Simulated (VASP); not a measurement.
# GaP (F-43m) in VASP: notebook

Runs on GaP. Level: PBE. Tasks: relaxation of the atoms.

Program: VASP 6.6.1. These are calculated values, not measurements. Logs are shortened: lines on timing, memory, paths and dates and some standing lists are left out, and cuts for length are marked.

## 1. The cell of the first run

The structure is cubic, space group F-43m (No. 216). Conventional cell: a = 5.487 Å, b = 5.487 Å, c = 5.487 Å, α = 90.00°, β = 90.00°, γ = 90.00°. Ga (site symmetry -43m) has 4 P at 2.38 Å within 3.1 Å. Within 3.1 Å of P (site symmetry -43m) lie 4 Ga at 2.38 Å.

## 2. Relaxation of the atoms, PBE (volume scaled by 1.02)

Input file INCAR:

```
SYSTEM = GaP
PREC = Accurate
ENCUT = 520
EDIFF = 1E-7
ISMEAR = -1
SIGMA = 0.02
LREAL = .False.
LASPH = .True.
NELM = 80
ALGO = Normal
ISIF = 2
LWAVE = .False.
LCHARG = .False.
GGA = PE
IBRION = 2
NSW = 80
EDIFFG = -0.02
```

Input file KPOINTS:

```
regular mesh
0
Gamma
  14 14 14
  0 0 0
```

Input file POSCAR:

```
GaP
1.0
    0.0000000000      2.7432985392      2.7432985392
    2.7432985392      0.0000000000      2.7432985392
    2.7432985392      2.7432985392      0.0000000000
Ga P
1 1
Direct
    0.0000000000      0.0000000000      0.0000000000
    0.2500000000      0.2500000000      0.2500000000
```

Potentials or basis: VASP PAW PBE potentials, release 64 (Ga_d, P).

Started as:

```
$ cat potpaw_PBE.64/Ga_d/POTCAR potpaw_PBE.64/P/POTCAR > POTCAR
$ mpirun -np 1 vasp_std > vasp.out
```

OUTCAR:

```text
SYSTEM = GaP
   PREC = Accurate
   ENCUT = 520
   EDIFF = 1E-7
   ISMEAR = -1
   LREAL = .False.
   LASPH = .True.
   NELM = 80
   ISIF = 2
   GGA = PE
   IBRION = 2
   NSW = 80
   EDIFFG = -0.02

 ion  position               nearest neighbor table
   1  0.000  0.000  0.000-   2 2.38   2 2.38   2 2.38   2 2.38
   2  0.250  0.250  0.250-   1 2.38   1 2.38   1 2.38   1 2.38

  LATTYP: Found a face centered cubic cell.
 ALAT       =     5.4865970784

  Lattice vectors:

 A1 = (   0.0000000000,   2.7432985392,   2.7432985392)
 A2 = (   2.7432985392,   0.0000000000,   2.7432985392)
 A3 = (   2.7432985392,   2.7432985392,   0.0000000000)

Analysis of symmetry for initial positions (statically):
=====================================================================
 Subroutine PRICEL returns:
 Original cell was already a primitive cell.

 Routine SETGRP: Setting up the symmetry group for a
 face centered cubic supercell.

 Subroutine GETGRP returns: Found 24 space group operations
 (whereof 24 operations were pure point group operations)
 out of a pool of 48 trial point group operations.

The static configuration has the point symmetry T_d .

Analysis of symmetry for dynamics (positions and initial velocities):
=====================================================================
 Subroutine PRICEL returns:
 Original cell was already a primitive cell.

 Routine SETGRP: Setting up the symmetry group for a
 face centered cubic supercell.

 Subroutine GETGRP returns: Found 24 space group operations
 (whereof 24 operations were pure point group operations)
 out of a pool of 48 trial point group operations.

The dynamic configuration has the point symmetry T_d .

 Subroutine INISYM returns: Found 24 space group operations
 (whereof 24 operations are pure point group operations),
 and found     1 'primitive' translations

----------------------------------------------------------------------------------------

                                     Primitive cell

  volume of cell :      41.2904

  direct lattice vectors                    reciprocal lattice vectors
     0.000000000  2.743298539  2.743298539    -0.182262336  0.182262336  0.182262336
     2.743298539  0.000000000  2.743298539     0.182262336 -0.182262336  0.182262336
     2.743298539  2.743298539  0.000000000     0.182262336  0.182262336 -0.182262336

  length of vectors
     3.879610000  3.879610000  3.879610000     0.315687626  0.315687626  0.315687626

  position of ions in fractional coordinates (direct lattice)
     0.000000000  0.000000000  0.000000000
     0.250000000  0.250000000  0.250000000

  ion indices of the primitive-cell ions
   primitive index   ion index
                 1           1
                 2           2

----------------------------------------------------------------------------------------

 KPOINTS: regular mesh

Automatic generation of k-mesh.
 Grid dimensions read from file:
 generate k-points for:   14   14   14

 Generating k-lattice:

  Cartesian coordinates                     Fractional coordinates (reciprocal lattice)
    -0.013018738  0.013018738  0.013018738     0.071428571  0.000000000  0.000000000
     0.013018738 -0.013018738  0.013018738     0.000000000  0.071428571  0.000000000
     0.013018738  0.013018738 -0.013018738     0.000000000  0.000000000  0.071428571

  Length of vectors
     0.022549116  0.022549116  0.022549116

  Shift w.r.t. Gamma in fractional coordinates (k-lattice)
     0.000000000  0.000000000  0.000000000

 Subroutine IBZKPT returns following result:
 ===========================================

 Found    104 irreducible k-points:

 Following reciprocal coordinates:
            Coordinates               Weight
  0.000000  0.000000  0.000000      1.000000
  0.071429  0.000000  0.000000      8.000000
  0.142857  0.000000  0.000000      8.000000
  0.214286  0.000000  0.000000      8.000000
  0.285714  0.000000  0.000000      8.000000
  0.357143  0.000000  0.000000      8.000000
[... 16 lines left out ...]
  0.214286  0.142857  0.000000     24.000000
  0.285714  0.142857  0.000000     24.000000
 [... further k-points ...]
   k-points           NKPTS =    104   k-points in BZ     NKDIM =    104   number of bands    NBANDS=     13
   number of dos      NEDOS =    301   number of ions     NIONS =      2
   total plane-waves  NPLWV =  27000
   dimension x,y,z NGX =    30 NGY =   30 NGZ =   30
   dimension x,y,z NGXF=    60 NGYF=   60 NGZF=   60
   ions per type =               1   1
   NGX,Y,Z   is equivalent  to a cutoff of  12.86, 12.86, 12.86 a.u.
   NGXF,Y,Z  is equivalent  to a cutoff of  25.71, 25.71, 25.71 a.u.
 SYSTEM =  GaP
   PREC   = accura    normal or accurate (medium, high low for compatibility)
   ISTART =      0    job   : 0-new  1-cont  2-samecut
   ICHARG =      2    charge: 1-file 2-atom 10-const
   ISPIN  =      1    spin polarized calculation?
   LNONCOLLINEAR =      F non collinear calculations
   LSORBIT =      F    spin-orbit coupling
   LASPH  =      T    aspherical Exc in radial PAW
   ENCUT  =  520.0 eV  38.22 Ry    6.18 a.u.   7.21  7.21  7.21*2*pi/ulx,y,z
   NELM   =     80;   NELMIN=  2; NELMDL= -5     # of ELM steps
   EDIFF  = 0.1E-06   stopping-criterion for ELM
   LREAL  =      F    real-space projection
   EDIFFG = -.2E-01   stopping-criterion for IOM
   NSW    =     80    number of steps for IOM
   IBRION =      2    ionic relax: 0-MD 1-quasi-New 2-CG
   NFREE  =      1    steps in history (QN), initial steepest desc. (CG)
   ISIF   =      2    stress and relaxation
   ISYM   =      2    0-nonsym 1-usesym 2-fastsym
   POTIM  = 0.5000    time-step for ionic-motion
   TEBEG  =    0.0;   TEEND  =   0.0 temperature during run
   PSTRESS=    0.0 pullay stress
   NELECT =      18.0000    total number of electrons
   NUPDOWN=      -1.0000    fix difference up-down
   EMIN   =  10.00;   EMAX   =-10.00  energy-range for DOS
   EFERMI =   0.00;   METHOD = LEGACY
   ISMEAR =    -1;   SIGMA  =   0.02  broadening in eV -4-tet -1-fermi 0-gaus
   EFERMI_NEDOS =   21; number of points for ismear=-14 and -15
   IALGO  =     38    algorithm
   IMIX   =      4    mixing-type and parameters
     AMIX     =   0.40;   BMIX     =  1.00
     AMIX_MAG =   1.60;   BMIX_MAG =  1.00
  volume/ion in A,a.u.               =      20.65       139.32
  Fermi-wavevector in a.u.,A,eV,Ry     =   1.241317  2.345748 20.964770  1.540867
  Thomas-Fermi vector in A             =   2.375720
   LORBIT       =      0    0 simple, 1 ext, 2 COOP (PROOUT), +10 PAW based schemes
   GGA     = PE    functional components
   LHFCALC =     F    Hartree Fock is set to
   AEXX    =    0.0000 exact exchange contribution
   IVDW    =     0    specifies the selected vdW correction
   LEPSILON=     F    determine dielectric tensor
   LRPA    =     F    only Hartree local field effects (RPA)
 conjugate gradient relaxation of ions
 non-spin polarized calculation
  energy-cutoff  :      520.00
  volume of cell :       41.29
 maximum number of plane-waves:      1139
 NGX is ok and might be reduce to    30
   NGX = 15   NGY = 15   NGZ = 15

 number of electron      17.9999997 magnetization

 Free energy of the ion-electron system (eV)
  ---------------------------------------------------
  ext. energy  EPLUGINS =         0.00000000
  ---------------------------------------------------
  free energy    TOTEN  =        -9.12689499 eV

  energy without entropy =       -9.12689499  energy(sigma->0) =       -9.12689499

 E-fermi :   4.8464     XC(G=0):  -9.7435

 val. band max:        4.4508968776   @ k =   0.0000   0.0000   0.0000
 cond. band min:       6.0638896167   @ k =   0.5000   0.0000   0.0000
 fundamental gap:      1.6129927391
 Fermi energy:         4.8464053606

 k-point     1 :       0.0000    0.0000    0.0000
  band No.  band energies     occupation
      1     -10.0665      2.00000
      2     -10.0665      2.00000
      3     -10.0665      2.00000
      4      -9.9726      2.00000
      5      -9.9726      2.00000
      6      -7.8934      2.00000
      7       4.4509      2.00000
      8       4.4509      2.00000
      9       4.4509      2.00000
     10       6.1141      0.00000
     11       8.3457      0.00000
     12       8.3457      0.00000
     13       8.3457      0.00000

 k-point     2 :       0.0714    0.0000    0.0000
  band No.  band energies     occupation
      1     -10.0707      2.00000
      2     -10.0650      2.00000
      3     -10.0650      2.00000
      4      -9.9727      2.00000
      5      -9.9727      2.00000
      6      -7.8285      2.00000
      7       3.7368      2.00000
      8       4.3713      2.00000
      9       4.3713      2.00000
     10       6.5524      0.00000
     11       8.4674      0.00000
     12       8.4695      0.00000
     13       8.4695      0.00000

 k-point     3 :       0.1429    0.0000    0.0000
  band No.  band energies     occupation
      1     -10.0823      2.00000
      2     -10.0609      2.00000
      3     -10.0609      2.00000
      4      -9.9726      2.00000
      5      -9.9726      2.00000
      6      -7.6370      2.00000
      7       2.5066      2.00000
      8       4.1716      2.00000
      9       4.1716      2.00000
     10       6.8015      0.00000
     11       8.7703      0.00000
     12       8.7703      0.00000
     13       9.0911      0.00000
[... 305 lines left out ...]
 k-point    23 :       0.2143    0.1429    0.0000
  band No.  band energies     occupation
      1     -10.1048      2.00000
      2     -10.0505      2.00000
      3     -10.0497      2.00000
      4      -9.9798      2.00000
      5      -9.9671      2.00000
      6      -7.3245      2.00000
      7       1.7395      2.00000
      8       3.3942      2.00000
      9       3.4150      2.00000
     10       7.2961      0.00000
     11       8.1852      0.00000
     12       9.9675      0.00000
     13       9.9983      0.00000

 k-point    24 :       0.2857    0.1429    0.0000
  band No.  band energies     occupation
      1     -10.1178      2.00000
      2     -10.0462      2.00000
      3     -10.0438      2.00000
      4      -9.9808      2.00000
      5      -9.9654      2.00000
      6      -6.9889      2.00000
      7       0.6874      2.00000
      8       3.0941      2.00000
      9       3.1613      2.00000
     10       7.3113      0.00000
     11       8.4593      0.00000
     12      10.1907      0.00000
     13      10.2751      0.00000

 [... further k-points ...]
[... 5 lines left out ...]
  --------------------------------------------------------------------------------------
  -------------------------------------------------------------------------------------
  Total        0.2139206      0.2139206      0.2139206      0.0000000      0.0000000     -0.0000000
  in kB        8.3006845      8.3006845      8.3006845      0.0000000      0.0000000     -0.0000000
  external PRESSURE =       8.3006845 kB  Pullay stress =       0.0000000 kB

 VOLUME and BASIS-vectors are now :
 -----------------------------------------------------------------------------
  energy-cutoff  :      520.00
  volume of cell :       41.29
      direct lattice vectors                 reciprocal lattice vectors
     0.000000000  2.743298539  2.743298539    -0.182262336  0.182262336  0.182262336
     2.743298539  0.000000000  2.743298539     0.182262336 -0.182262336  0.182262336
     2.743298539  2.743298539  0.000000000     0.182262336  0.182262336 -0.182262336

 POSITION                                       TOTAL-FORCE (eV/Angst)
 -----------------------------------------------------------------------------------
      0.00000      0.00000      0.00000        -0.000000     -0.000000     -0.000000
      1.37165      1.37165      1.37165         0.000000      0.000000      0.000000
 -----------------------------------------------------------------------------------
    total drift:                                0.000002      0.000002      0.000002

  FREE ENERGIE OF THE ION-ELECTRON SYSTEM (eV)
  ---------------------------------------------------
  free  energy   TOTEN  =        -9.1268949874 eV

  energy  without entropy=       -9.1268949874  energy(sigma->0) =       -9.12689499

 reached required accuracy - stopping structural energy minimisation
```

It took 44 s on 1 thread of Intel Xeon 6975P-C, shared host; peak memory 0.21 GiB.

What came out:

| Property | Result |
| --- | --- |
| Free energy | -9.1269 eV |
| Pressure after relaxing | 0.8 GPa |
| Band gap on the k mesh | 1.61 eV, indirect (least direct gap 1.66 eV) |

Final structure:
```yaml
crystal:
  lattice:
    - [0.00000, 2.74330, 2.74330]
    - [2.74330, 0.00000, 2.74330]
    - [2.74330, 2.74330, 0.00000]
  atoms:
    - { symbol: Ga, position: [0.00000, 0.00000, 0.00000] }
    - { symbol: P, position: [0.25000, 0.25000, 0.25000] }
```

Levels at points of the mesh, in eV from the valence-band top:
```
           k point  band 7  band 8  band 9  band 10  band 11  band 12
(0.00, 0.00, 0.00)    0.00    0.00    0.00     1.66     3.89     3.89
(0.50, 0.00, 0.00)   -6.52   -1.09   -1.09     1.61     4.73     4.73
(0.50, 0.50, 0.00)   -6.66   -2.61   -2.61     1.70     1.84    10.45
```

Caveat: the relaxation stopped at its first step, so nothing moved. A k mesh can miss the band edges.

## 3. Relaxation of the atoms, PBE (volume scaled by 0.96)

Input file INCAR:

```
PREC = Accurate
ENCUT = 520
EDIFF = 1E-6
ISMEAR = -1
SIGMA = 0.02
LREAL = False
LASPH = True
NELM = 80
ALGO = Normal
ISIF = 2
LWAVE = False
LCHARG = False
GGA = PE
IBRION = 2
NSW = 80
EDIFFG = -0.02
```

Input file KPOINTS:

```
regular mesh
0
Gamma
  14 14 14
```

Input file POSCAR:

```
GaP
1.0
    0.0000000000      2.6884177822      2.6884177822
    2.6884177822      0.0000000000      2.6884177822
    2.6884177822      2.6884177822      0.0000000000
Ga P
1 1
Direct
    0.0000000000      0.0000000000      0.0000000000
    0.2500000000      0.2500000000      0.2500000000
```

Potentials or basis: VASP PAW PBE potentials, release 64 (Ga_d, P).

Started as:

```
$ cat potpaw_PBE.64/Ga_d/POTCAR potpaw_PBE.64/P/POTCAR > POTCAR
$ mpirun -np 1 vasp_std > vasp.out
```

Run time: 27 s. Hardware: 1 thread of Intel Xeon 6975P-C, shared host; peak memory 0.19 GiB.

The run converged. Its results:

- Free energy: -9.0744 eV
- Pressure after relaxing: 6.3 GPa
- Band gap on the k mesh: 1.52 eV, indirect (least direct gap 2.17 eV)

Final structure:
```yaml
crystal:
  lattice:
    - [0.00000, 2.68842, 2.68842]
    - [2.68842, 0.00000, 2.68842]
    - [2.68842, 2.68842, 0.00000]
  atoms:
    - { symbol: Ga, position: [0.00000, 0.00000, 0.00000] }
    - { symbol: P, position: [0.25000, 0.25000, 0.25000] }
```

Levels at points of the mesh, in eV from the valence-band top:
```csv
k point,band 6,band 7,band 8,band 9,band 10,band 11,band 12,band 13
"(0.00, 0.00, 0.00)",-12.81,0.00,0.00,0.00,2.17,3.88,3.88,3.88
"(0.50, 0.00, 0.00)",-10.60,-6.87,-1.18,-1.18,1.80,4.71,4.71,8.36
"(0.50, 0.50, 0.00)",-9.65,-6.95,-2.83,-2.83,1.57,1.78,10.90,10.91
```

Caveat: the relaxation stopped at its first step, so nothing moved.
